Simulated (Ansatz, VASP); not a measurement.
# One calculation of Zn2W, two programs

```
Zn W
1.0
     0.00000    3.47138    3.47138
     3.47138    0.00000    3.47138
     3.47138    3.47138    0.00000
Zn W
4 2
Direct
  0.12500 0.12500 0.12500
  0.62500 0.12500 0.12500
  0.12500 0.12500 0.62500
  0.12500 0.62500 0.12500
  0.50000 0.50000 0.50000
  0.75000 0.75000 0.75000
```

Alike in both runs: task relaxation of cell and atoms; functional PBE; k mesh 8 × 8 × 8; occupations gaussian, width 0.02 eV; no spin polarisation.

```csv
,VASP,Ansatz
version,VASP 6.6.1,Ansatz 0.2.0
potentials or method,"VASP PAW PBE potentials, release 64 (Zn, W_sv), cutoff 600 eV","scalar-relativistic, plane waves, PAW"
valence electrons in the cell,76,76
```

```csv
,VASP,Ansatz,Ansatz less VASP
"gap on the k mesh at the Fermi level, each at its own relaxed structure (eV)",none,none,-
relaxed volume (Å³/atom),14.00,13.95,-0.044
relaxed cell length with the largest relative difference (Å),4.915,4.910,-0.0052
```

A gap of «none» marks a metal or a gap that the smearing closes.

Neither program's run includes spin-orbit coupling.
